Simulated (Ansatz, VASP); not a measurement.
## One calculation of Ru, two programs

```
Ru
1.0
     2.51610    0.00000    0.00000
    -1.25805    2.17901    0.00000
     0.00000    0.00000    2.33184
Ru
1
Cartesian
  0.0000 0.0000 0.0000
```

Change from the starting cell: volume scaled by 0.85, LAPW.

Alike in both runs: task single point; functional PBE; k mesh 17 × 17 × 15; occupations fermi-dirac, width 0.05 eV; no spin polarisation.

|  | VASP | Ansatz |
| --- | --- | --- |
| version | VASP 6.6.1 | Ansatz 0.2.0 |
| potentials or method | VASP PAW PBE potentials, release 64 (Ru_pv), cutoff 520 eV | all-electron LAPW, scalar-relativistic |

VASP gave:

| Item | Value |
| --- | --- |
| pressure (GPa) | 59.2 |
| traceless stress, the component that is largest in VASP (GPa) | 0.34 |

**Question.** Estimate Ansatz's values.

**Answer.** Pressure (GPa): 58.6; traceless stress, the component that is largest in VASP (GPa): -0.05.

Both programs put the cell under a high pressure, so it lies far from rest at this level. Ansatz ran all-electron here, and VASP with PAW potentials.
